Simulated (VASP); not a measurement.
# Si2Ni (I4/mmm) in VASP: notebook

Si2Ni is run at these levels: PBEsol; tasks: single point.

Program: VASP 6.6.1. These are calculated values, not measurements. Logs are shortened: lines on timing, memory, paths and dates and some standing lists are left out, and cuts for length are marked.

## Step 1: The cell of the first run

Symmetry: I4/mmm, No. 139, tetragonal system. The conventional cell has a = 3.507 Å, b = 3.507 Å, c = 5.176 Å, α = 90.00°, β = 90.00°, γ = 90.00°. Within 2.9 Å of Si (site symmetry -4m2) lie 4 Ni at 2.18 Å and 6 Si at 2.48 to 2.59 Å. Within 2.9 Å of Ni (site symmetry 4/mmm) lie 8 Si at 2.18 Å.

## Step 2: Single point, PBEsol (strain -0.080 along x and y, -0.040 along z)

Contents of INCAR:

```
PREC = Accurate ; ENCUT = 520
EDIFF = 1E-6 ; ISMEAR = 0
SIGMA = 0.15 ; LREAL = F
LASPH = T ; NELM = 80
ALGO = Normal ; ISIF = 2
LWAVE = F ; LCHARG = F
GGA = PS ; NBANDS = 16
```

Contents of KPOINTS:

```
regular mesh
0
Gamma
  16 16 16
```

Contents of POSCAR:

```
Si2Ni
1.0
    0.0000000000      2.4800484568      2.5878766506
    2.4800484568      0.0000000000      2.5878766506
    2.4800484568      2.4800484568      0.0000000000
Si Ni
2 1
Direct
    0.2500000000      0.2500000000      0.2500000000
    0.7500000000      0.7500000000      0.7500000000
    0.0000000000      0.0000000000      0.0000000000
```

Potentials or basis: VASP PAW PBE potentials, release 64 (Si, Ni).

Started as:

```console
$ cat potpaw_PBE.64/Si/POTCAR potpaw_PBE.64/Ni/POTCAR > POTCAR
$ mpirun -np 1 vasp_std > vasp.out
```

OUTCAR:

```text
PREC = Accurate
   ENCUT = 520
   EDIFF = 1E-6
   ISMEAR = 0
   LREAL = F
   LASPH = T
   NELM = 80
   ISIF = 2
   GGA = PS

 ion  position               nearest neighbor table
   1  0.250  0.250  0.250-   3 2.18   3 2.18   3 2.18   3 2.18   2 2.48   2 2.48   2 2.48   2 2.48
                             2 2.59   2 2.59
   2  0.750  0.750  0.750-   3 2.18   3 2.18   3 2.18   3 2.18   1 2.48   1 2.48   1 2.48   1 2.48
                             1 2.59   1 2.59
   3  0.000  0.000  0.000-   2 2.18   2 2.18   2 2.18   1 2.18   2 2.18   1 2.18   1 2.18   1 2.18

  LATTYP: Found a body centered tetragonal cell.
 ALAT       =     3.5073181629
 C/A-ratio  =     1.4757011086

  Lattice vectors:

 A1 = (  -2.4800484568,   0.0000000000,   2.5878766506)
 A2 = (   2.4800484568,   0.0000000000,   2.5878766506)
 A3 = (   0.0000000000,   2.4800484568,  -2.5878766506)

Analysis of symmetry for initial positions (statically):
=====================================================================
 Subroutine PRICEL returns:
 Original cell was already a primitive cell.

 Routine SETGRP: Setting up the symmetry group for a
 body centered tetragonal supercell.

 Subroutine GETGRP returns: Found 16 space group operations
 (whereof 16 operations were pure point group operations)
 out of a pool of 16 trial point group operations.

The static configuration has the point symmetry D_4h.

Analysis of symmetry for dynamics (positions and initial velocities):
=====================================================================
 Subroutine PRICEL returns:
 Original cell was already a primitive cell.

 Routine SETGRP: Setting up the symmetry group for a
 body centered tetragonal supercell.

 Subroutine GETGRP returns: Found 16 space group operations
 (whereof 16 operations were pure point group operations)
 out of a pool of 16 trial point group operations.

The dynamic configuration has the point symmetry D_4h.

 Subroutine INISYM returns: Found 16 space group operations
 (whereof 16 operations are pure point group operations),
 and found     1 'primitive' translations

----------------------------------------------------------------------------------------

                                     Primitive cell

  volume of cell :      31.8342

  direct lattice vectors                    reciprocal lattice vectors
     0.000000000  2.480048457  2.587876651    -0.201608964  0.201608964  0.193208590
     2.480048457  0.000000000  2.587876651     0.201608964 -0.201608964  0.193208590
     2.480048457  2.480048457  0.000000000     0.201608964  0.201608964 -0.193208590

  length of vectors
     3.584375246  3.584375246  3.507318163     0.344415313  0.344415313  0.344415313

  position of ions in fractional coordinates (direct lattice)
     0.250000000  0.250000000  0.250000000
     0.750000000  0.750000000  0.750000000
     0.000000000  0.000000000  0.000000000

  ion indices of the primitive-cell ions
   primitive index   ion index
                 1           1
                 2           2
                 3           3

----------------------------------------------------------------------------------------

 KPOINTS: regular mesh

Automatic generation of k-mesh.
 Grid dimensions read from file:
 generate k-points for:   16   16   16

 Generating k-lattice:

  Cartesian coordinates                     Fractional coordinates (reciprocal lattice)
    -0.012600560  0.012600560  0.012075537     0.062500000 -0.000000000  0.000000000
     0.012600560 -0.012600560  0.012075537    -0.000000000  0.062500000  0.000000000
     0.012600560  0.012600560 -0.012075537     0.000000000  0.000000000  0.062500000

  Length of vectors
     0.021525957  0.021525957  0.021525957

  Shift w.r.t. Gamma in fractional coordinates (k-lattice)
     0.000000000  0.000000000  0.000000000

 Subroutine IBZKPT returns following result:
 ===========================================

 Found    349 irreducible k-points:

 Following reciprocal coordinates:
            Coordinates               Weight
  0.000000  0.000000  0.000000      1.000000
  0.062500  0.000000  0.000000      8.000000
  0.125000  0.000000  0.000000      8.000000
  0.187500  0.000000  0.000000      8.000000
  0.250000  0.000000  0.000000      8.000000
  0.312500  0.000000  0.000000      8.000000
[... 16 lines left out ...]
 -0.125000  0.062500  0.000000      8.000000
 -0.062500  0.062500  0.000000      4.000000
 [... further k-points ...]
   k-points           NKPTS =    349   k-points in BZ     NKDIM =    349   number of bands    NBANDS=     16
   number of dos      NEDOS =    301   number of ions     NIONS =      3
   total plane-waves  NPLWV =  21952
   dimension x,y,z NGX =    28 NGY =   28 NGZ =   28
   dimension x,y,z NGXF=    56 NGYF=   56 NGZF=   56
   ions per type =               2   1
   NGX,Y,Z   is equivalent  to a cutoff of  12.99, 12.99, 13.27 a.u.
   NGXF,Y,Z  is equivalent  to a cutoff of  25.97, 25.97, 26.54 a.u.
 SYSTEM =  unknown system
   PREC   = accura    normal or accurate (medium, high low for compatibility)
   ISTART =      0    job   : 0-new  1-cont  2-samecut
   ICHARG =      2    charge: 1-file 2-atom 10-const
   ISPIN  =      1    spin polarized calculation?
   LNONCOLLINEAR =      F non collinear calculations
   LSORBIT =      F    spin-orbit coupling
   LASPH  =      T    aspherical Exc in radial PAW
   ENCUT  =  520.0 eV  38.22 Ry    6.18 a.u.   6.66  6.66  6.52*2*pi/ulx,y,z
   NELM   =     80;   NELMIN=  2; NELMDL= -5     # of ELM steps
   EDIFF  = 0.1E-05   stopping-criterion for ELM
   LREAL  =      F    real-space projection
   EDIFFG = 0.1E-04   stopping-criterion for IOM
   NSW    =      0    number of steps for IOM
   IBRION =     -1    ionic relax: 0-MD 1-quasi-New 2-CG
   NFREE  =      0    steps in history (QN), initial steepest desc. (CG)
   ISIF   =      2    stress and relaxation
   ISYM   =      2    0-nonsym 1-usesym 2-fastsym
   POTIM  = 0.5000    time-step for ionic-motion
   TEBEG  =    0.0;   TEEND  =   0.0 temperature during run
   PSTRESS=    0.0 pullay stress
   NELECT =      18.0000    total number of electrons
   NUPDOWN=      -1.0000    fix difference up-down
   EMIN   =  10.00;   EMAX   =-10.00  energy-range for DOS
   EFERMI =   0.00;   METHOD = LEGACY
   ISMEAR =     0;   SIGMA  =   0.15  broadening in eV -4-tet -1-fermi 0-gaus
   EFERMI_NEDOS =   21; number of points for ismear=-14 and -15
   IALGO  =     38    algorithm
   IMIX   =      4    mixing-type and parameters
     AMIX     =   0.40;   BMIX     =  1.00
     AMIX_MAG =   1.60;   BMIX_MAG =  1.00
  volume/ion in A,a.u.               =      10.61        71.61
  Fermi-wavevector in a.u.,A,eV,Ry     =   1.353737  2.558192 24.934097  1.832604
  Thomas-Fermi vector in A             =   2.480968
   LORBIT       =      0    0 simple, 1 ext, 2 COOP (PROOUT), +10 PAW based schemes
   GGA     = PS    functional components
   LHFCALC =     F    Hartree Fock is set to
   AEXX    =    0.0000 exact exchange contribution
   IVDW    =     0    specifies the selected vdW correction
   LEPSILON=     F    determine dielectric tensor
   LRPA    =     F    only Hartree local field effects (RPA)
 non-spin polarized calculation
 Gauss-broadening in eV      SIGMA  =   0.15
  energy-cutoff  :      520.00
  volume of cell :       31.83
 maximum number of plane-waves:       889
   NGX = 13   NGY = 13   NGZ = 13

 number of electron      17.9999997 magnetization

 Free energy of the ion-electron system (eV)
  ---------------------------------------------------
  ext. energy  EPLUGINS =         0.00000000
  ---------------------------------------------------
  free energy    TOTEN  =       -17.96971287 eV

  energy without entropy =      -17.96160553  energy(sigma->0) =      -17.96565920

 E-fermi :  14.0822     XC(G=0): -12.7169

 val. band max:       14.0799236136   @ k =  -0.3750  -0.0000   0.3750
 cond. band min:      14.0846828317   @ k =   0.5000   0.0625   0.3750
 fundamental gap:      0.0047592182
 Fermi energy:        14.0821866560

 k-point     1 :       0.0000    0.0000    0.0000
  band No.  band energies     occupation
      1      -2.2102      2.00000
      2       7.0269      2.00000
      3       7.0269      2.00000
      4       7.1581      2.00000
      5       8.8727      2.00000
      6       9.0536      2.00000
[... 8 lines left out ...]
     15      19.7746      0.00000
     16      19.7746      0.00000

 k-point     2 :       0.0625    0.0000    0.0000
  band No.  band energies     occupation
      1      -2.1420      2.00000
      2       6.9551      2.00000
      3       7.0510      2.00000
      4       7.1591      2.00000
      5       8.8592      2.00000
      6       9.0384      2.00000
[... 8 lines left out ...]
     15      19.1643      0.00000
     16      19.4756      0.00000

 k-point     3 :       0.1250    0.0000    0.0000
  band No.  band energies     occupation
      1      -1.9381      2.00000
      2       6.6947      2.00000
      3       7.1197      2.00000
      4       7.2026      2.00000
      5       8.8275      2.00000
      6       8.9998      2.00000
[... 8 lines left out ...]
     15      18.6247      0.00000
     16      19.0764      0.00000

 k-point     4 :       0.1875    0.0000    0.0000
  band No.  band energies     occupation
      1      -1.6007      2.00000
      2       6.2420      2.00000
      3       7.2212      2.00000
      4       7.2760      2.00000
      5       8.8020      2.00000
      6       8.9579      2.00000
[... 8 lines left out ...]
     15      18.6407      0.00000
     16      19.9223      0.00000
[... 324 lines left out ...]
 k-point    22 :      -0.1875    0.0625    0.0000
  band No.  band energies     occupation
      1      -1.3836      2.00000
      2       5.9670      2.00000
      3       7.2326      2.00000
      4       7.3284      2.00000
      5       8.8260      2.00000
      6       8.9238      2.00000
[... 8 lines left out ...]
     15      19.3027      0.00000
     16      20.7673      0.00000

 k-point    23 :      -0.1250    0.0625    0.0000
  band No.  band energies     occupation
      1      -1.7695      2.00000
      2       6.4632      2.00000
      3       7.1994      2.00000
      4       7.2030      2.00000
      5       8.8963      2.00000
      6       8.9004      2.00000
[... 8 lines left out ...]
     15      18.6091      0.00000
     16      19.4205      0.00000

 k-point    24 :      -0.0625    0.0625    0.0000
  band No.  band energies     occupation
      1      -2.0232      2.00000
      2       6.7824      2.00000
      3       7.1056      2.00000
      4       7.1785      2.00000
      5       8.8875      2.00000
      6       8.9754      2.00000
[... 8 lines left out ...]
     15      18.2972      0.00000
     16      18.7434      0.00000

 [... further k-points ...]
[... 5 lines left out ...]
  --------------------------------------------------------------------------------------
  -------------------------------------------------------------------------------------
  Total       10.8851599     10.8851599     10.0728948      0.0000000     -0.0000000      0.0000000
  in kB      547.8371717    547.8371717    506.9568330      0.0000000     -0.0000000      0.0000000
  external PRESSURE =     534.2103921 kB  Pullay stress =       0.0000000 kB

 VOLUME and BASIS-vectors are now :
 -----------------------------------------------------------------------------
  energy-cutoff  :      520.00
  volume of cell :       31.83
      direct lattice vectors                 reciprocal lattice vectors
     0.000000000  2.480048457  2.587876651    -0.201608964  0.201608964  0.193208590
     2.480048457  0.000000000  2.587876651     0.201608964 -0.201608964  0.193208590
     2.480048457  2.480048457  0.000000000     0.201608964  0.201608964 -0.193208590

 POSITION                                       TOTAL-FORCE (eV/Angst)
 -----------------------------------------------------------------------------------
      1.24002      1.24002      1.29394         0.000000      0.000000      0.000000
      3.72007      3.72007      3.88181        -0.000000     -0.000000     -0.000000
      0.00000      0.00000      0.00000         0.000000      0.000000      0.000000
 -----------------------------------------------------------------------------------
    total drift:                               -0.000000     -0.000000      0.000000

  FREE ENERGIE OF THE ION-ELECTRON SYSTEM (eV)
  ---------------------------------------------------
  free  energy   TOTEN  =       -17.9697128724 eV

  energy  without entropy=      -17.9616055291  energy(sigma->0) =      -17.96565920
```

Wall time 1.7 min (1 thread of Intel Xeon Platinum 8488C (Sapphire Rapids), shared host); peak memory 0.29 GiB.

What came out:

```yaml
Free_energy: -17.9697 eV
Pressure: 53.4 GPa
Band_gap_on_the_k_mesh: zero (bands 9 and 10 overlap by 2.08 eV)
```

Stress tensor (GPa, compression positive):
```
54.78  0.00  0.00
 0.00 54.78  0.00
 0.00  0.00 50.70
```

Caveat: the cell differs from its parent crystal (strain -0.080 along x and y, -0.040 along z); the cell stands under pressure; the PAW data sets were made with another functional, which shifts forces and pressure a little. Spin polarisation is off, so any magnetic state and its effect on volume and gap are missing.

## Step 3: Single point, PBEsol (strain -0.040 along x and y, +0.000 along z)

Contents of INCAR:

```
SYSTEM = Si2Ni
ALGO = Normal
EDIFF = 1E-7
ENCUT = 520
GGA = PS
ISIF = 2
ISMEAR = 0
LASPH = .TRUE.
LCHARG = .FALSE.
LREAL = .FALSE.
LWAVE = .FALSE.
NBANDS = 16
NELM = 100
PREC = Accurate
SIGMA = 0.15
```

Contents of KPOINTS:

```
k-points
0
G
  16 16 16
  0 0 0
```

Contents of POSCAR:

```
Si2Ni
1.0
    0.0000000000      2.5878766506      2.6957048444
    2.5878766506      0.0000000000      2.6957048444
    2.5878766506      2.5878766506      0.0000000000
Si Ni
2 1
Direct
    0.2500000000      0.2500000000      0.2500000000
    0.7500000000      0.7500000000      0.7500000000
    0.0000000000      0.0000000000      0.0000000000
```

Potentials or basis: VASP PAW PBE potentials, release 64 (Si, Ni).

Started as:

```console
$ cat potpaw_PBE.64/Si/POTCAR potpaw_PBE.64/Ni/POTCAR > POTCAR
$ mpirun -np 1 vasp_std > vasp.out
```

Run time: 1.8 min. Hardware: 1 thread of Intel Xeon Platinum 8488C (Sapphire Rapids), shared host; peak memory 0.31 GiB.

Results (log left out):

```
Free energy            : -18.8395 eV
Pressure               : 15.5 GPa
Band gap on the k mesh : zero (bands 9 and 10 overlap by 2.05 eV)
```

Stress tensor (GPa, compression positive):
```
16.47  0.00  0.00
 0.00 16.47  0.00
 0.00  0.00 13.69
```

Levels at points of the mesh, in eV from the Fermi level:
```tsv
k point	band 6	band 7	band 8	band 9	band 10	band 11	band 12	band 13
(0.00, 0.00, 0.00)	-4.07	0.40	1.57	1.57	1.69	2.12	2.14	2.14
(0.50, 0.00, 0.00)	-3.93	-3.88	-1.95	-1.60	1.61	1.82	1.83	3.16
(0.50, 0.50, 0.00)	-4.23	-4.23	-4.12	-3.65	-0.15	1.21	7.57	9.11
(0.50, 0.00, 0.50)	-4.28	-4.11	-4.00	-3.64	-0.49	0.99	7.60	8.24
```

Caveat: the cell differs from its parent crystal (strain -0.040 along x and y, +0.000 along z); the cell stands under pressure; the PAW data sets were made with another functional, which shifts forces and pressure a little.
